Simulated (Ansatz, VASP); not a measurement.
Nb in VASP and in Ansatz

```
Nb
1.0
     2.45365    0.00000    0.00000
    -1.22682    2.12492    0.00000
     0.00000    0.00000    4.29620
Nb
2
Direct
  0.33333 0.66667 0.25000
  0.66667 0.33333 0.75000
```

Change from the starting cell: volume scaled by 0.6, PAW files.

Alike in both runs: task single point; functional PBE; k mesh 16 × 16 × 9; occupations fermi-dirac, width 0.05 eV; no spin polarisation.

|  | VASP | Ansatz |
| --- | --- | --- |
| version | VASP 6.6.1 | Ansatz 0.2.0 |
| potentials or method | VASP PAW PBE potentials, release 64 (Nb_sv) | PAW with Ansatz's default frozen-core files, scalar-relativistic |
| plane-wave cutoff (eV) | 520 | 420 |
| valence electrons in the cell | 26 | 26 |

VASP gave:

| Property | Result |
| --- | --- |
| pressure (GPa) | 205.6 |
| traceless stress, the component that is largest in VASP (GPa) | 0.21 |

**Question.** What did Ansatz give for the same quantities?

**Answer.** Pressure (GPa): 205.1; traceless stress, the component that is largest in VASP (GPa): 0.30.

Both programs put the cell under a high pressure, so it lies far from rest at this level. With one functional, cell and mesh, what is left measures potentials, basis and numerics.

Noted on VASP's run: the cell as given lies far from equilibrium.
